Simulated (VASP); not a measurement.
# Si (P6_3/mmc) in VASP: notebook

The runs below take Si through single point, with PBEsol.

Program: VASP 6.6.1. These are calculated values, not measurements. Logs are shortened: lines on timing, memory, paths and dates and some standing lists are left out, and cuts for length are marked.

**1. The cell of the first run**

Symmetry: P6_3/mmc, No. 194, hexagonal system. The conventional cell has a = 3.844 Å, b = 3.844 Å, c = 6.313 Å, α = 90.00°, β = 90.00°, γ = 120.00°. Within 3.1 Å of Si (site symmetry 3m) lie 4 Si at 2.36 to 2.37 Å.

**2. Single point, PBEsol, non-collinear spin, zero start, spin-orbit coupling**

INCAR

```
  PREC = Accurate
  ENCUT = 520
  EDIFF = 1E-7
  ISMEAR = 0
  SIGMA = 0.01
  LREAL = False
  LASPH = True
  NELM = 150
  ALGO = Normal
  ISIF = 2
  LWAVE = False
  LCHARG = False
  MAGMOM = 0 0 0 0 0 0 0 0 0 0 0 0
  LORBIT = 11
  LSORBIT = True
  GGA_COMPAT = False
  LORBMOM = True
  GGA = PS
  NBANDS = 30
```

KPOINTS

```
Automatic mesh
0
Gamma
  9 9 6
```

POSCAR

```
Si
1.0
    3.8438634368      0.0000000000      0.0000000000
   -1.9219317184      3.3288833850      0.0000000000
    0.0000000000      0.0000000000      6.3126789988
Si
4
Direct
    0.3333333333      0.6666666667     -0.0004601551
    0.6666666667      0.3333333333      0.4995398449
    0.3333333333      0.6666666667      0.3744601551
    0.6666666667      0.3333333333      0.8744601551
```

Potentials or basis: VASP PAW PBE potentials, release 64 (Si).

On the command line:

```bash
$ cat potpaw_PBE.64/Si/POTCAR > POTCAR
$ mpirun -np 1 vasp_ncl > vasp.out
```

OUTCAR:

```text
PREC = Accurate
   ENCUT = 520
   EDIFF = 1E-7
   ISMEAR = 0
   LREAL = False
   LASPH = True
   NELM = 150
   ISIF = 2
   LORBIT = 11
   LSORBIT = True
   GGA = PS

 ion  position               nearest neighbor table
   1  0.333  0.667  1.000-   4 2.36   4 2.36   4 2.36   3 2.37
   2  0.667  0.333  0.500-   3 2.36   3 2.36   3 2.36   4 2.37
   3  0.333  0.667  0.374-   2 2.36   2 2.36   2 2.36   1 2.37
   4  0.667  0.333  0.874-   1 2.36   1 2.36   1 2.36   2 2.37

  LATTYP: Found a hexagonal cell.
 ALAT       =     3.8438634368
 C/A-ratio  =     1.6422745247

  Lattice vectors:

 A1 = (   3.8438634368,   0.0000000000,   0.0000000000)
 A2 = (  -1.9219317184,   3.3288833850,   0.0000000000)
 A3 = (   0.0000000000,   0.0000000000,   6.3126789988)

Analysis of symmetry for initial positions (statically):
=====================================================================
 Subroutine PRICEL returns:
 Original cell was already a primitive cell.

 Routine SETGRP: Setting up the symmetry group for a
 hexagonal supercell.

 Subroutine GETGRP returns: Found 24 space group operations
 (whereof  6 operations were pure point group operations)
 out of a pool of 24 trial point group operations.

The static configuration has the point symmetry C_3v.
 The point group associated with its full space group is D_6h.

Analysis of symmetry for dynamics (positions and initial velocities):
=====================================================================
 Subroutine PRICEL returns:
 Original cell was already a primitive cell.

 Routine SETGRP: Setting up the symmetry group for a
 hexagonal supercell.

 Subroutine GETGRP returns: Found 24 space group operations
 (whereof  6 operations were pure point group operations)
 out of a pool of 24 trial point group operations.

The dynamic configuration has the point symmetry C_3v.
 The point group associated with its full space group is D_6h.

Analysis of structural, dynamic, and magnetic symmetry:
=====================================================================
 Subroutine PRICEL returns:
 Original cell was already a primitive cell.

 Routine SETGRP: Setting up the symmetry group for a
 hexagonal supercell.

 Subroutine GETGRP returns: Found 24 space group operations
 (whereof  6 operations were pure point group operations)
 out of a pool of 24 trial point group operations.

The overall configuration has the point symmetry C_3v.
 The point group associated with its full space group is D_6h.

 Subroutine INISYM returns: Found 24 space group operations
 (whereof  6 operations are pure point group operations),
 and found     1 'primitive' translations

----------------------------------------------------------------------------------------

                                     Primitive cell

  volume of cell :      80.7756

  direct lattice vectors                    reciprocal lattice vectors
     3.843863437  0.000000000  0.000000000     0.260154924  0.150200515  0.000000000
    -1.921931718  3.328883385  0.000000000     0.000000000  0.300401031  0.000000000
     0.000000000  0.000000000  6.312678999     0.000000000  0.000000000  0.158411350

  length of vectors
     3.843863437  3.843863437  6.312678999     0.300401031  0.300401031  0.158411350

  position of ions in fractional coordinates (direct lattice)
     0.333333333  0.666666667  0.999539845
     0.666666667  0.333333333  0.499539845
     0.333333333  0.666666667  0.374460155
     0.666666667  0.333333333  0.874460155

  ion indices of the primitive-cell ions
   primitive index   ion index
                 1           1
                 2           2
                 3           3
                 4           4

----------------------------------------------------------------------------------------

 KPOINTS: Automatic mesh

Automatic generation of k-mesh.
 Grid dimensions read from file:
 generate k-points for:    9    9    6

 Generating k-lattice:

  Cartesian coordinates                     Fractional coordinates (reciprocal lattice)
     0.028906103  0.016688946  0.000000000     0.111111111 -0.000000000  0.000000000
     0.000000000  0.033377892  0.000000000     0.000000000  0.111111111  0.000000000
     0.000000000  0.000000000  0.026401892     0.000000000  0.000000000  0.166666667

  Length of vectors
     0.033377892  0.033377892  0.026401892

  Shift w.r.t. Gamma in fractional coordinates (k-lattice)
     0.000000000  0.000000000  0.000000000

 Subroutine IBZKPT returns following result:
[... 57 lines left out ...]
   POTIM  = 0.5000    time-step for ionic-motion
   TEBEG  =    0.0;   TEEND  =   0.0 temperature during run
   PSTRESS=    0.0 pullay stress
   NELECT =      16.0000    total number of electrons
   NUPDOWN=      -1.0000    fix difference up-down
   EMIN   =  10.00;   EMAX   =-10.00  energy-range for DOS
   EFERMI =   0.00;   METHOD = LEGACY
   ISMEAR =     0;   SIGMA  =   0.01  broadening in eV -4-tet -1-fermi 0-gaus
   EFERMI_NEDOS =   21; number of points for ismear=-14 and -15
   IALGO  =     38    algorithm
   IMIX   =      4    mixing-type and parameters
     AMIX     =   0.40;   BMIX     =  1.00
     AMIX_MAG =   1.60;   BMIX_MAG =  1.00
  volume/ion in A,a.u.               =      20.19       136.28
  Fermi-wavevector in a.u.,A,eV,Ry     =   0.954307  1.803379 12.390849  0.910702
  Thomas-Fermi vector in A             =   2.083042
   LORBIT       =     11    0 simple, 1 ext, 2 COOP (PROOUT), +10 PAW based schemes
   GGA     = PS    functional components
   LHFCALC =     F    Hartree Fock is set to
   AEXX    =    0.0000 exact exchange contribution
   IVDW    =     0    specifies the selected vdW correction
   LEPSILON=     F    determine dielectric tensor
   LRPA    =     F    only Hartree local field effects (RPA)
 Gauss-broadening in eV      SIGMA  =   0.01
  energy-cutoff  :      520.00
  volume of cell :       80.78
 maximum number of plane-waves:      4416
 NGX is ok and might be reduce to    30
   NGX = 15   NGY = 15   NGZ = 23

 number of electron      16.0000000 magnetization      -0.0000000     -0.0000000     -0.0000000

 number of electron      16.0000000 magnetization       0.0000000     -0.0000000      0.0000000

 number of electron      16.0000000 magnetization       0.0000000      0.0000000      0.0000000

 number of electron      16.0000000 magnetization       0.0000000     -0.0000000     -0.0000000

 Free energy of the ion-electron system (eV)
  ---------------------------------------------------
  ext. energy  EPLUGINS =         0.00000000
  ---------------------------------------------------
  free energy    TOTEN  =       -22.94500014 eV

  energy without entropy =      -22.94500014  energy(sigma->0) =      -22.94500014

 E-fermi :   6.0236     XC(G=0):  -9.5146

 val. band max:        5.9618069587   @ k =   0.0000   0.0000   0.0000
 cond. band min:       6.2700657609   @ k =   0.4444  -0.0000   0.0000
 fundamental gap:      0.3082588022
 Fermi energy:         6.0235966809

 k-point     1 :       0.0000    0.0000    0.0000
  band No.  band energies     occupation
      1      -6.2429      1.00000
      2      -6.2429      1.00000
      3      -3.9174      1.00000
      4      -3.9174      1.00000
      5      -1.2746      1.00000
      6      -1.2746      1.00000
[... 733 lines left out ...]
     27      11.6538      0.00000
     28      11.6538      0.00000

 [... further k-points ...]

 [bands above 28 left out]

------------------------ aborting loop because EDIFF is reached ----------------------------------------

  FORCE on cell =-STRESS in cart. coord.  units (eV):
  Direction    XX          YY          ZZ          XY          YZ          ZX
  --------------------------------------------------------------------------------------
  -------------------------------------------------------------------------------------
  Total       -0.4982229     -0.4982229      0.0578361      0.0000000     -0.0000000     -0.0000000
  in kB       -9.8822079     -9.8822079      1.1471742      0.0000000     -0.0000000     -0.0000000
  external PRESSURE =      -6.2057472 kB  Pullay stress =       0.0000000 kB

 VOLUME and BASIS-vectors are now :
 -----------------------------------------------------------------------------
  energy-cutoff  :      520.00
  volume of cell :       80.78
      direct lattice vectors                 reciprocal lattice vectors
     3.843863437  0.000000000  0.000000000     0.260154924  0.150200515  0.000000000
    -1.921931718  3.328883385  0.000000000     0.000000000  0.300401031  0.000000000
     0.000000000  0.000000000  6.312678999     0.000000000  0.000000000  0.158411350

 POSITION                                       TOTAL-FORCE (eV/Angst)
 -----------------------------------------------------------------------------------
     -0.00000      2.21926      6.30977        -0.000000      0.000000     -0.000702
      1.92193      1.10963      3.15343         0.000000     -0.000000     -0.000702
     -0.00000      2.21926      2.36385        -0.000000     -0.000000      0.000702
      1.92193      1.10963      5.52019        -0.000000     -0.000000      0.000702
 -----------------------------------------------------------------------------------
    total drift:                               -0.000000      0.000000      0.000001

  FREE ENERGIE OF THE ION-ELECTRON SYSTEM (eV)
  ---------------------------------------------------
  free  energy   TOTEN  =       -22.9450001382 eV

  energy  without entropy=      -22.9450001382  energy(sigma->0) =      -22.94500014

 orbital moment (x)

 # of ion     p       tot
 --------------------------------
  1         0.000   0.000
  2        -0.000  -0.000
  3        -0.000  -0.000
  4         0.000   0.000
 --------------------------------
           -0.000  -0.000

 orbital moment (y)

 # of ion     p       tot
 --------------------------------
  1        -0.000  -0.000
  2        -0.000  -0.000
  3         0.000   0.000
  4        -0.000  -0.000
 --------------------------------
           -0.000  -0.000

 orbital moment (z)

 # of ion     p       tot
 --------------------------------
  1         0.000   0.000
  2         0.000   0.000
  3         0.000   0.000
  4         0.000   0.000
 --------------------------------
            0.000   0.000

 Spin-Orbit-Coupling matrix elements

 Ion:    1  E_soc:     -0.0003238
 l=   1
     0.0000000    -0.0000540    -0.0000539
    -0.0000540     0.0000000    -0.0000540
    -0.0000539    -0.0000540     0.0000000
 l=   2
     0.0000000     0.0000000     0.0000000     0.0000000     0.0000000
     0.0000000     0.0000000     0.0000000     0.0000000     0.0000000
     0.0000000     0.0000000     0.0000000     0.0000000     0.0000000
     0.0000000     0.0000000     0.0000000     0.0000000     0.0000000
     0.0000000     0.0000000     0.0000000     0.0000000     0.0000000
 l=   3
     0.0000000     0.0000000     0.0000000     0.0000000     0.0000000     0.0000000     0.0000000
     0.0000000     0.0000000     0.0000000     0.0000000     0.0000000     0.0000000     0.0000000
     0.0000000     0.0000000     0.0000000     0.0000000     0.0000000     0.0000000     0.0000000
     0.0000000     0.0000000     0.0000000     0.0000000     0.0000000     0.0000000     0.0000000
[... 49 lines left out ...]
 l=   2
     0.0000000     0.0000000     0.0000000     0.0000000     0.0000000
     0.0000000     0.0000000     0.0000000     0.0000000     0.0000000
     0.0000000     0.0000000     0.0000000     0.0000000     0.0000000
     0.0000000     0.0000000     0.0000000     0.0000000     0.0000000
     0.0000000     0.0000000     0.0000000     0.0000000     0.0000000
 l=   3
     0.0000000     0.0000000     0.0000000     0.0000000     0.0000000     0.0000000     0.0000000
     0.0000000     0.0000000     0.0000000     0.0000000     0.0000000     0.0000000     0.0000000
     0.0000000     0.0000000     0.0000000     0.0000000     0.0000000     0.0000000     0.0000000
     0.0000000     0.0000000     0.0000000     0.0000000     0.0000000     0.0000000     0.0000000
     0.0000000     0.0000000     0.0000000     0.0000000     0.0000000     0.0000000     0.0000000
     0.0000000     0.0000000     0.0000000     0.0000000     0.0000000     0.0000000     0.0000000
     0.0000000     0.0000000     0.0000000     0.0000000     0.0000000     0.0000000     0.0000000

 total charge

# of ion       s       p       d       tot
------------------------------------------
    1        0.751   0.933   0.000   1.684
    2        0.751   0.933   0.000   1.684
    3        0.751   0.933   0.000   1.684
    4        0.751   0.933   0.000   1.684
--------------------------------------------------
tot          3.005   3.731   0.000   6.736

 magnetization (x)

# of ion       s       p       d       tot
------------------------------------------
    1       -0.000   0.000   0.000  -0.000
    2        0.000  -0.000   0.000  -0.000
    3        0.000  -0.000   0.000  -0.000
    4       -0.000   0.000   0.000  -0.000
--------------------------------------------------
tot         -0.000  -0.000   0.000  -0.000

 magnetization (y)

# of ion       s       p       d       tot
------------------------------------------
    1       -0.000  -0.000   0.000  -0.000
    2       -0.000   0.000   0.000   0.000
    3        0.000   0.000   0.000   0.000
    4       -0.000   0.000   0.000   0.000
--------------------------------------------------
tot         -0.000   0.000   0.000   0.000

 magnetization (z)

# of ion       s       p       d       tot
------------------------------------------
    1       -0.000  -0.000   0.000  -0.000
    2        0.000  -0.000   0.000  -0.000
    3       -0.000   0.000   0.000   0.000
    4        0.000   0.000   0.000   0.000
--------------------------------------------------
tot          0.000  -0.000   0.000  -0.000
```

It took 1.7 min on 1 thread of Intel Xeon 6975P-C (Granite Rapids), shared host; peak memory 0.44 GiB.

Results:

- Free energy: -22.9450 eV
- Pressure: -0.6 GPa
- Net moment: 0.00 μB per cell
- Valence electrons inside the program's atomic spheres: Si 1.68

Moments on the atoms (μB; x, y, z):
```
Si  0.00 0.00 0.00
Si  0.00 0.00 0.00
Si  0.00 0.00 0.00
Si  0.00 0.00 0.00
```

Caveat: the PAW data sets were made with another functional, which shifts forces and pressure a little.

**3. Single point, PBEsol, non-collinear spin, zero start, spin-orbit coupling**

INCAR

```
SYSTEM = Si
ALGO = Normal
EDIFF = 1E-6
ENCUT = 520
GGA = PS
GGA_COMPAT = .FALSE.
ISIF = 2
ISMEAR = 0
LASPH = .TRUE.
LCHARG = .FALSE.
LORBIT = 11
LORBMOM = .TRUE.
LREAL = .FALSE.
LSORBIT = .TRUE.
LWAVE = .FALSE.
MAGMOM = 0 0 0 0 0 0 0 0 0 0 0 0
NBANDS = 30
NELM = 150
PREC = Accurate
SIGMA = 0.01
```

KPOINTS

```
k-points
0
G
  9 9 6
  0 0 0
```

POSCAR is that of step 2.

Potentials or basis: VASP PAW PBE potentials, release 64 (Si).

On the command line:

```bash
$ cat potpaw_PBE.64/Si/POTCAR > POTCAR
$ mpirun -np 1 vasp_ncl > vasp.out
```

OUTCAR:

```text
SYSTEM = Si
   EDIFF = 1E-6
   ENCUT = 520
   GGA = PS
   ISIF = 2
   ISMEAR = 0
   LASPH = .TRUE.
   LORBIT = 11
   LREAL = .FALSE.
   LSORBIT = .TRUE.
   NELM = 150
   PREC = Accurate

 ion  position               nearest neighbor table
   1  0.333  0.667  1.000-   4 2.36   4 2.36   4 2.36   3 2.37
   2  0.667  0.333  0.500-   3 2.36   3 2.36   3 2.36   4 2.37
   3  0.333  0.667  0.374-   2 2.36   2 2.36   2 2.36   1 2.37
   4  0.667  0.333  0.874-   1 2.36   1 2.36   1 2.36   2 2.37

  LATTYP: Found a hexagonal cell.
 ALAT       =     3.8438634368
 C/A-ratio  =     1.6422745247

  Lattice vectors:

 A1 = (   3.8438634368,   0.0000000000,   0.0000000000)
 A2 = (  -1.9219317184,   3.3288833850,   0.0000000000)
[... 1102 lines left out ...]
     0.0000000     0.0000000     0.0000000     0.0000000     0.0000000     0.0000000     0.0000000
     0.0000000     0.0000000     0.0000000     0.0000000     0.0000000     0.0000000     0.0000000
     0.0000000     0.0000000     0.0000000     0.0000000     0.0000000     0.0000000     0.0000000
     0.0000000     0.0000000     0.0000000     0.0000000     0.0000000     0.0000000     0.0000000

 total charge

# of ion       s       p       d       tot
------------------------------------------
    1        0.751   0.933   0.000   1.684
    2        0.751   0.933   0.000   1.684
    3        0.751   0.933   0.000   1.684
    4        0.751   0.933   0.000   1.684
--------------------------------------------------
tot          3.005   3.731   0.000   6.736

 magnetization (x)

# of ion       s       p       d       tot
------------------------------------------
    1        0.000   0.000   0.000   0.000
    2       -0.000   0.000   0.000   0.000
    3        0.000   0.000   0.000   0.000
    4       -0.000   0.000   0.000   0.000
--------------------------------------------------
tot         -0.000   0.000   0.000   0.000

 magnetization (y)

# of ion       s       p       d       tot
------------------------------------------
    1        0.000  -0.000   0.000  -0.000
    2       -0.000  -0.000   0.000  -0.000
    3        0.000  -0.000   0.000  -0.000
    4        0.000   0.000   0.000   0.000
--------------------------------------------------
tot          0.000  -0.000   0.000  -0.000

 magnetization (z)

# of ion       s       p       d       tot
------------------------------------------
    1       -0.000  -0.000   0.000  -0.000
    2       -0.000  -0.000   0.000  -0.000
    3        0.000   0.000   0.000   0.000
    4        0.000   0.000   0.000   0.000
--------------------------------------------------
tot          0.000  -0.000   0.000  -0.000
```

It took 87 s on 1 thread of Intel Xeon 6975P-C (Granite Rapids), shared host; peak memory 0.44 GiB.

What came out:

```yaml
Free_energy: -22.9450 eV
Pressure: -0.6 GPa
Net_moment: 0.00 μB per cell
Valence_electrons_inside_the_program's_atomic_spheres: Si 1.68
```

Moments on the atoms (μB; x, y, z):
```
Si  0.00 0.00 0.00
Si  0.00 0.00 0.00
Si  0.00 0.00 0.00
Si  0.00 0.00 0.00
```

Caveat: the PAW data sets were made with another functional, which shifts forces and pressure a little.
